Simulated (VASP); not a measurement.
Crystal: Sb.

```xyz
2
Lattice="3.1635 0.0000 0.0000 0.0000 4.4047 0.0000 -0.0394 0.0000 4.4638" Properties=species:S:1:pos:R:3 pbc="T T T"
Sb    0.0265    1.1012    1.0765
Sb    3.0975    3.3035    3.3873
```

Base run:

| Property | Result |
| --- | --- |
| Program | VASP 6.6.1 |
| Functional | PBEsol |
| Potentials or basis | VASP PAW PBE potentials, release 64 (Sb) |
| Cutoff | 520 eV |
| k mesh | 9 × 6 × 6 |
| Occupations | fermi-dirac, width 0.05 eV |
| Spin | no spin polarisation |

Its results: band gap on the k mesh zero (bands 5 and 6 overlap by 7.96 eV); pressure -4.0 GPa; largest force 0.035 eV/Å.

Q: The run is repeated on the same cell with these changes: functional from PBEsol to r2SCAN. What comes out?

A: Band gap on the k mesh zero (bands 5 and 6 overlap by 8.45 eV); pressure -2.7 GPa; largest force 0.064 eV/Å.

Caveats: the PAW data sets were made with another functional, which shifts forces and pressure a little; spin-orbit coupling is left out, which moves the levels of the heavy elements; the cell stands under tension (at least some runs).
